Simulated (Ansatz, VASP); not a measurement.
# Two plane-wave programs on Ni

```
Ni
1.0
     0.00000    2.32414    2.32414
     2.32414    0.00000    2.32414
     2.32414    2.32414    0.00000
Ni
2
Direct
  0.00000 0.00000 0.00000
  0.50000 0.50000 0.50000
```

Alike in both runs: task single point; functional PBE; k mesh 19 × 19 × 19; occupations fermi-dirac, width 0.05 eV; collinear spin.

|  | VASP | Ansatz |
| --- | --- | --- |
| version | VASP 6.6.1 | Ansatz 0.2.0 |
| potentials or method | VASP PAW PBE potentials, release 64 (Ni), cutoff 520 eV | plane waves (420 eV) with PAW, scalar-relativistic |
| valence electrons in the cell | 20 | 36 |

|  | VASP | Ansatz | Ansatz less VASP |
| --- | --- | --- | --- |
| pressure (GPa) | 0.8 | 1.0 | +0.18 |
| net moment per atom (μB) | 0.53 | 0.55 | +0.026 |
| size of the moment on the site where the two differ most (μB) | 0.53 | 0.57 | +0.036 |

Site moments also hang on the region over which each program counts them. VASP's potentials hold 20 valence electrons a cell and Ansatz's 36, so a difference there can come from the potentials and not from the codes.
